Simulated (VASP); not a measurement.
# WSe2 (P6_3/mmc) in VASP: further runs

WSe2 is run at these levels: PBE, r2SCAN; tasks: single point.

Program: VASP 6.6.1. These are calculated values, not measurements. Logs are shortened: lines on timing, memory, paths and dates and some standing lists are left out, and cuts for length are marked.

### 1 The cell of the first run

The structure is hexagonal, space group P6_3/mmc (No. 194). The conventional cell has a = 3.300 Å, b = 3.300 Å, c = 13.149 Å, α = 90.00°, β = 90.00°, γ = 120.00°. Within 3.3 Å of W (site symmetry -6m2) lie 6 Se at 2.53 Å and 6 W at 3.30 Å. Within 3.3 Å of Se (site symmetry 3m) lie 3 W at 2.53 Å and 6 Se at 3.30 Å.

### 2 Single point, PBE

INCAR

```
ALGO = Normal
EDIFF = 1E-7
ENCUT = 520
GGA = PE
ISIF = 2
ISMEAR = 0
LASPH = T
LCHARG = F
LREAL = F
LWAVE = F
NBANDS = 35
NELM = 60
PREC = Accurate
SIGMA = 0.01
```

KPOINTS

```
k-points
0
Gamma
  6 6 2
```

POSCAR

```
WSe2
1.0
    3.2996674501      0.0000000000      0.0000000000
   -1.6498337251      2.8575958358      0.0000000000
    0.0000000000      0.0000000000     13.1487008971
W Se
2 4
Direct
    0.3333333333      0.6666666667      0.2500000000
    0.6666666667      0.3333333333      0.7500000000
    0.6666666667      0.3333333333      0.3766602602
    0.6666666667      0.3333333333      0.1233397398
    0.3333333333      0.6666666667      0.8766602602
    0.3333333333      0.6666666667      0.6233397398
```

Potentials or basis: VASP PAW PBE potentials, release 64 (W_sv, Se).

Launch:

```console
cat potpaw_PBE.64/W_sv/POTCAR potpaw_PBE.64/Se/POTCAR > POTCAR
mpirun -np 1 vasp_std > vasp.out
```

OUTCAR:

```text
EDIFF = 1E-7
   ENCUT = 520
   GGA = PE
   ISIF = 2
   ISMEAR = 0
   LASPH = T
   LREAL = F
   NELM = 60
   PREC = Accurate

 ion  position               nearest neighbor table
   1  0.333  0.667  0.250-   3 2.53   4 2.53   3 2.53   4 2.53   3 2.53   4 2.53
   2  0.667  0.333  0.750-   5 2.53   6 2.53   5 2.53   6 2.53   5 2.53   6 2.53
   3  0.667  0.333  0.377-   1 2.53   1 2.53   1 2.53
   4  0.667  0.333  0.123-   1 2.53   1 2.53   1 2.53
   5  0.333  0.667  0.877-   2 2.53   2 2.53   2 2.53
   6  0.333  0.667  0.623-   2 2.53   2 2.53   2 2.53

  LATTYP: Found a hexagonal cell.
 ALAT       =     3.2996674501
 C/A-ratio  =     3.9848563820

  Lattice vectors:

 A1 = (   3.2996674501,   0.0000000000,   0.0000000000)
 A2 = (  -1.6498337251,   2.8575958358,   0.0000000000)
 A3 = (   0.0000000000,   0.0000000000,  13.1487008971)

Analysis of symmetry for initial positions (statically):
=====================================================================
 Subroutine PRICEL returns:
 Original cell was already a primitive cell.

 Routine SETGRP: Setting up the symmetry group for a
 hexagonal supercell.

 Subroutine GETGRP returns: Found 24 space group operations
 (whereof 12 operations were pure point group operations)
 out of a pool of 24 trial point group operations.

The static configuration has the point symmetry D_3d.
 The point group associated with its full space group is D_6h.

Analysis of symmetry for dynamics (positions and initial velocities):
=====================================================================
 Subroutine PRICEL returns:
 Original cell was already a primitive cell.

 Routine SETGRP: Setting up the symmetry group for a
 hexagonal supercell.

 Subroutine GETGRP returns: Found 24 space group operations
 (whereof 12 operations were pure point group operations)
 out of a pool of 24 trial point group operations.

The dynamic configuration has the point symmetry D_3d.
 The point group associated with its full space group is D_6h.

 Subroutine INISYM returns: Found 24 space group operations
 (whereof 12 operations are pure point group operations),
 and found     1 'primitive' translations

----------------------------------------------------------------------------------------

                                     Primitive cell

  volume of cell :     123.9806

  direct lattice vectors                    reciprocal lattice vectors
     3.299667450  0.000000000  0.000000000     0.303060843  0.174972259  0.000000000
    -1.649833725  2.857595836  0.000000000     0.000000000  0.349944519  0.000000000
     0.000000000  0.000000000 13.148700897     0.000000000  0.000000000  0.076053141

  length of vectors
     3.299667450  3.299667450 13.148700897     0.349944519  0.349944519  0.076053141

  position of ions in fractional coordinates (direct lattice)
     0.333333333  0.666666667  0.250000000
     0.666666667  0.333333333  0.750000000
     0.666666667  0.333333333  0.376660260
     0.666666667  0.333333333  0.123339740
     0.333333333  0.666666667  0.876660260
     0.333333333  0.666666667  0.623339740

  ion indices of the primitive-cell ions
   primitive index   ion index
                 1           1
                 2           2
                 3           3
                 4           4
                 5           5
                 6           6

----------------------------------------------------------------------------------------

 KPOINTS: k-points

Automatic generation of k-mesh.
 Grid dimensions read from file:
 generate k-points for:    6    6    2

 Generating k-lattice:

  Cartesian coordinates                     Fractional coordinates (reciprocal lattice)
     0.050510141  0.029162043  0.000000000     0.166666667 -0.000000000  0.000000000
     0.000000000  0.058324086  0.000000000     0.000000000  0.166666667  0.000000000
     0.000000000  0.000000000  0.038026570     0.000000000  0.000000000  0.500000000

  Length of vectors
     0.058324086  0.058324086  0.038026570

  Shift w.r.t. Gamma in fractional coordinates (k-lattice)
     0.000000000  0.000000000  0.000000000

 Subroutine IBZKPT returns following result:
 ===========================================

 Found     14 irreducible k-points:

 Following reciprocal coordinates:
            Coordinates               Weight
  0.000000  0.000000  0.000000      1.000000
  0.166667  0.000000  0.000000      6.000000
  0.333333  0.000000  0.000000      6.000000
  0.500000  0.000000  0.000000      3.000000
  0.166667  0.166667  0.000000      6.000000
  0.333333  0.166667  0.000000     12.000000
  0.333333  0.333333  0.000000      2.000000
  0.000000  0.000000  0.500000      1.000000
  0.166667  0.000000  0.500000      6.000000
  0.333333  0.000000  0.500000      6.000000
  0.500000  0.000000  0.500000      3.000000
  0.166667  0.166667  0.500000      6.000000
  0.333333  0.166667  0.500000     12.000000
  0.333333  0.333333  0.500000      2.000000
   k-points           NKPTS =     14   k-points in BZ     NKDIM =     14   number of bands    NBANDS=     35
   number of dos      NEDOS =    301   number of ions     NIONS =      6
   total plane-waves  NPLWV =  76832
   dimension x,y,z NGX =    28 NGY =   28 NGZ =   98
   dimension x,y,z NGXF=    56 NGYF=   56 NGZF=  196
   ions per type =               2   4
   NGX,Y,Z   is equivalent  to a cutoff of  14.11, 14.11, 12.39 a.u.
   NGXF,Y,Z  is equivalent  to a cutoff of  28.21, 28.21, 24.78 a.u.
 SYSTEM =  unknown system
   PREC   = accura    normal or accurate (medium, high low for compatibility)
   ISTART =      0    job   : 0-new  1-cont  2-samecut
   ICHARG =      2    charge: 1-file 2-atom 10-const
   ISPIN  =      1    spin polarized calculation?
   LNONCOLLINEAR =      F non collinear calculations
   LSORBIT =      F    spin-orbit coupling
   LASPH  =      T    aspherical Exc in radial PAW
   ENCUT  =  520.0 eV  38.22 Ry    6.18 a.u.   6.14  6.14 24.45*2*pi/ulx,y,z
   NELM   =     60;   NELMIN=  2; NELMDL= -5     # of ELM steps
   EDIFF  = 0.1E-06   stopping-criterion for ELM
   LREAL  =      F    real-space projection
   EDIFFG = 0.1E-05   stopping-criterion for IOM
   NSW    =      0    number of steps for IOM
   IBRION =     -1    ionic relax: 0-MD 1-quasi-New 2-CG
   NFREE  =      0    steps in history (QN), initial steepest desc. (CG)
   ISIF   =      2    stress and relaxation
   ISYM   =      2    0-nonsym 1-usesym 2-fastsym
   POTIM  = 0.5000    time-step for ionic-motion
   TEBEG  =    0.0;   TEEND  =   0.0 temperature during run
   PSTRESS=    0.0 pullay stress
   NELECT =      52.0000    total number of electrons
   NUPDOWN=      -1.0000    fix difference up-down
   EMIN   =  10.00;   EMAX   =-10.00  energy-range for DOS
   EFERMI =   0.00;   METHOD = LEGACY
   ISMEAR =     0;   SIGMA  =   0.01  broadening in eV -4-tet -1-fermi 0-gaus
   EFERMI_NEDOS =   21; number of points for ismear=-14 and -15
   IALGO  =     38    algorithm
   IMIX   =      4    mixing-type and parameters
     AMIX     =   0.40;   BMIX     =  1.00
     AMIX_MAG =   1.60;   BMIX_MAG =  1.00
  volume/ion in A,a.u.               =      20.66       139.44
  Fermi-wavevector in a.u.,A,eV,Ry     =   1.225438  2.315742 20.431845  1.501698
  Thomas-Fermi vector in A             =   2.360476
   LORBIT       =      0    0 simple, 1 ext, 2 COOP (PROOUT), +10 PAW based schemes
   GGA     = PE    functional components
   LHFCALC =     F    Hartree Fock is set to
   AEXX    =    0.0000 exact exchange contribution
   IVDW    =     0    specifies the selected vdW correction
   LEPSILON=     F    determine dielectric tensor
   LRPA    =     F    only Hartree local field effects (RPA)
 non-spin polarized calculation
 Gauss-broadening in eV      SIGMA  =   0.01
  energy-cutoff  :      520.00
  volume of cell :      123.98
 maximum number of plane-waves:      3378
 NGX is ok and might be reduce to    28
   NGX = 13   NGY = 13   NGZ = 49

 number of electron      51.9999996 magnetization

 Free energy of the ion-electron system (eV)
  ---------------------------------------------------
  ext. energy  EPLUGINS =         0.00000000
  ---------------------------------------------------
  free energy    TOTEN  =       -43.15799853 eV

  energy without entropy =      -43.15799853  energy(sigma->0) =      -43.15799853

 E-fermi :   6.1590     XC(G=0): -10.6223

 val. band max:        6.0377372039   @ k =   0.0000   0.0000   0.0000
 cond. band min:       7.0778567759   @ k =   0.1667   0.1667   0.0000
 fundamental gap:      1.0401195719
 Fermi energy:         6.1590253398

 k-point     1 :       0.0000    0.0000    0.0000
  band No.  band energies     occupation
      1     -68.2838      2.00000
      2     -68.2838      2.00000
      3     -32.5276      2.00000
      4     -32.5276      2.00000
      5     -32.4087      2.00000
      6     -32.4087      2.00000
[... 27 lines left out ...]
     34       8.9783      0.00000
     35      10.4673      0.00000

 k-point     2 :       0.1667    0.0000    0.0000
  band No.  band energies     occupation
      1     -68.2813      2.00000
      2     -68.2813      2.00000
      3     -32.5167      2.00000
      4     -32.5167      2.00000
      5     -32.4658      2.00000
      6     -32.4658      2.00000
[... 27 lines left out ...]
     34       9.3767      0.00000
     35      12.0213      0.00000

 k-point     3 :       0.3333    0.0000    0.0000
  band No.  band energies     occupation
      1     -68.2764      2.00000
      2     -68.2764      2.00000
      3     -32.5783      2.00000
      4     -32.5783      2.00000
      5     -32.4947      2.00000
      6     -32.4947      2.00000
[... 27 lines left out ...]
     34      10.1793      0.00000
     35      11.4537      0.00000

 k-point     4 :       0.5000    0.0000    0.0000
  band No.  band energies     occupation
      1     -68.2739      2.00000
      2     -68.2739      2.00000
      3     -32.6336      2.00000
      4     -32.6336      2.00000
      5     -32.4837      2.00000
      6     -32.4836      2.00000
[... 27 lines left out ...]
     34      10.1580      0.00000
     35      10.4195      0.00000

 k-point     5 :       0.1667    0.1667    0.0000
  band No.  band energies     occupation
      1     -68.2776      2.00000
      2     -68.2776      2.00000
      3     -32.5398      2.00000
      4     -32.5398      2.00000
      5     -32.5002      2.00000
      6     -32.5002      2.00000
[... 258 lines left out ...]
 k-point    12 :       0.1667    0.1667    0.5000
  band No.  band energies     occupation
      1     -68.2776      2.00000
      2     -68.2776      2.00000
      3     -32.5398      2.00000
      4     -32.5398      2.00000
      5     -32.5002      2.00000
      6     -32.5002      2.00000
[... 27 lines left out ...]
     34      10.0719      0.00000
     35      12.9709      0.00000

 k-point    13 :       0.3333    0.1667    0.5000
  band No.  band energies     occupation
      1     -68.2739      2.00000
      2     -68.2739      2.00000
      3     -32.6055      2.00000
      4     -32.6055      2.00000
      5     -32.4909      2.00000
      6     -32.4909      2.00000
[... 27 lines left out ...]
     34      10.1347      0.00000
     35      11.5282      0.00000

 k-point    14 :       0.3333    0.3333    0.5000
  band No.  band energies     occupation
      1     -68.2727      2.00000
      2     -68.2727      2.00000
      3     -32.5777      2.00000
      4     -32.5777      2.00000
      5     -32.5537      2.00000
      6     -32.5537      2.00000
[... 27 lines left out ...]
     34      10.4421      0.00000
     35      12.1414      0.00000

------------------------ aborting loop because EDIFF is reached ----------------------------------------

  FORCE on cell =-STRESS in cart. coord.  units (eV):
  Direction    XX          YY          ZZ          XY          YZ          ZX
  --------------------------------------------------------------------------------------
  -------------------------------------------------------------------------------------
  Total        2.3976127      2.3976127      3.7430686     -0.0000000      0.0000000      0.0000000
  in kB       30.9838796     30.9838796     48.3709426     -0.0000000      0.0000000      0.0000000
  external PRESSURE =      36.7795673 kB  Pullay stress =       0.0000000 kB

 VOLUME and BASIS-vectors are now :
 -----------------------------------------------------------------------------
  energy-cutoff  :      520.00
  volume of cell :      123.98
      direct lattice vectors                 reciprocal lattice vectors
     3.299667450  0.000000000  0.000000000     0.303060843  0.174972259  0.000000000
    -1.649833725  2.857595836  0.000000000     0.000000000  0.349944519  0.000000000
     0.000000000  0.000000000 13.148700897     0.000000000  0.000000000  0.076053141

 POSITION                                       TOTAL-FORCE (eV/Angst)
 -----------------------------------------------------------------------------------
     -0.00000      1.90506      3.28718        -0.000000      0.000000      0.000000
      1.64983      0.95253      9.86153        -0.000000     -0.000000      0.000000
      1.64983      0.95253      4.95259        -0.000000      0.000000      0.328451
      1.64983      0.95253      1.62176         0.000000     -0.000000     -0.328451
     -0.00000      1.90506     11.52694         0.000000      0.000000      0.328451
     -0.00000      1.90506      8.19611         0.000000      0.000000     -0.328451
 -----------------------------------------------------------------------------------
    total drift:                               -0.000000      0.000000     -0.000000

  FREE ENERGIE OF THE ION-ELECTRON SYSTEM (eV)
  ---------------------------------------------------
  free  energy   TOTEN  =       -43.1579985293 eV

  energy  without entropy=      -43.1579985293  energy(sigma->0) =      -43.15799853
```

Wall time 59 s (1 thread of Intel Xeon Platinum 8559C (Emerald Rapids), shared host); peak memory 0.25 GiB.

What came out:

- Free energy: -43.1580 eV
- Pressure: 3.7 GPa
- Largest force: 0.328 eV/Å
- Band gap on the k mesh: 1.04 eV, indirect (least direct gap 1.49 eV)

Forces on the atoms (eV/Å):
```
W    0.000  0.000  0.000
W    0.000  0.000  0.000
Se   0.000  0.000  0.328
Se   0.000  0.000 -0.328
Se   0.000  0.000  0.328
Se   0.000  0.000 -0.328
```

Levels at points of the mesh, in eV from the valence-band top:
```tsv
k point	band 24	band 25	band 26	band 27	band 28	band 29
(0.00, 0.00, 0.00)	-1.15	-1.03	0.00	2.64	2.64	2.68
(0.50, 0.00, 0.00)	-1.36	-1.26	-1.16	2.10	2.13	2.34
(0.00, 0.00, 0.50)	-1.55	-0.22	-0.22	2.65	2.65	2.65
(0.50, 0.00, 0.50)	-1.31	-1.26	-1.26	2.12	2.12	2.50
```

Caveat: spin-orbit coupling is left out, which moves the levels of the heavy elements; this functional lacks dispersion, which binds the layers, so the pressure and a relaxed spacing across them are unreliable. A k mesh can miss the band edges.

(Continued in part 2 of 2.)
